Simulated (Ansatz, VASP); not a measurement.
One calculation of GaN, two programs

```
CELL_PARAMETERS angstrom
0.00000 2.03235 1.99250
2.03235 0.00000 1.99250
2.03235 2.03235 0.00000
ATOMIC_POSITIONS crystal
Ga 0.50000 0.50000 0.50000
N 0.00000 0.00000 0.00000
```

Change from the starting cell: equal xx and yy strain of +2 %.

Alike in both runs: task single point; functional PBEsol; k mesh 13 × 13 × 13; occupations fermi-dirac, width 0.02 eV; no spin polarisation.

|  | VASP | Ansatz |
| --- | --- | --- |
| version | VASP 6.6.1 | Ansatz 0.2.0 |
| potentials or method | VASP PAW PBE potentials, release 64 (Ga_d, N), cutoff 520 eV | all-electron LAPW, scalar-relativistic |

```tsv
	VASP	Ansatz	Ansatz less VASP
gap on the k mesh at the Fermi level (eV)	1.36	1.38	+0.013
pressure (GPa)	42.2	41.7	-0.51
traceless stress, the component that is largest in VASP (GPa)	5.47	5.56	+0.094
```

VASP's potentials were made for PBE, not for PBEsol. Both programs put the cell under a high pressure, so it lies far from rest at this level. Ansatz ran all-electron here, and VASP with PAW potentials.
